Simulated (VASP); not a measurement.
Wanted: the native input for a VASP 6.6.1 run.

| Quantity | Value |
| --- | --- |
| Task | single point |
| Functional | HSE06 |
| Potentials or basis | VASP PAW PBE potentials, release 64 (Rb_sv, Br) |
| Cutoff | 520 eV |
| k mesh | 4 × 4 × 4 |
| Occupations | gaussian, width 0.01 eV |
| Spin | no spin polarisation |
| Dipole correction | no |
| Grid for exact exchange (PRECFOCK) | Normal |
| Further INCAR settings | ALGO = Normal; EDIFF = 1e-06; NBANDS = 15 |
| Share of exact exchange | 0.25 |
| Screening parameter | 0.2079 1/Å |

RbBr:

```
Rb Br
1.0
     4.12425    0.00000    0.00000
     0.00000    4.33583    0.00000
     0.00000    0.00000    4.12425
Rb Br
1 1
Direct
  0.00000 0.00000 0.00000
  0.50000 0.50000 0.50000
```

This cell differs from its parent crystal: uniaxial y strain +5.1%.

One way to write it, as run:

POSCAR

```
RbBr
1.0
    4.1242532581      0.0000000000      0.0000000000
    0.0000000000      4.3358274503      0.0000000000
    0.0000000000      0.0000000000      4.1242532581
Rb Br
1 1
Direct
    0.0000000000      0.0000000000      0.0000000000
    0.5000000000      0.5000000000      0.5000000000
```

INCAR.step1

```
ALGO = Normal
EDIFF = 1E-5
ENCUT = 520
GGA = PE
ISIF = 2
ISMEAR = 0
LASPH = True
LCHARG = False
LREAL = False
LWAVE = True
NBANDS = 15
NELM = 60
PREC = Accurate
SIGMA = 0.01
```

INCAR.step2

```
ALGO = Normal
EDIFF = 1E-6
ENCUT = 520
GGA = PE
HFSCREEN = 0.2079
ISIF = 2
ISMEAR = 0
ISTART = 1
LASPH = True
LCHARG = False
LHFCALC = True
LREAL = False
LWAVE = False
NBANDS = 15
NELM = 60
PREC = Accurate
PRECFOCK = Normal
SIGMA = 0.01
```

KPOINTS

```
k-points
0
Gamma
  4 4 4
```

Potentials or basis: VASP PAW PBE potentials, release 64 (Rb_sv, Br).

Run with:

```console
$ cat potpaw_PBE.64/Rb_sv/POTCAR potpaw_PBE.64/Br/POTCAR > POTCAR
$ cp INCAR.step1 INCAR
$ mpirun -np 1 vasp_std > vasp.out
$ cp INCAR.step2 INCAR
$ mpirun -np 1 vasp_std > vasp.out
```

Results of the run:

The pressure is -0.3 GPa and the band gap on the k mesh is 4.99 eV (least direct gap 5.14 eV).

Caveat: the cell differs from its parent crystal (uniaxial y strain +5.1%); the PAW data sets were made with another functional, which shifts forces and pressure a little.

Wall time 9.9 min on 1 thread of Intel(R) Xeon(R) Platinum 8259CL CPU @ 2.50GHz (Skylake/Cascade Lake) (shared host), peak memory 0.3 GiB.
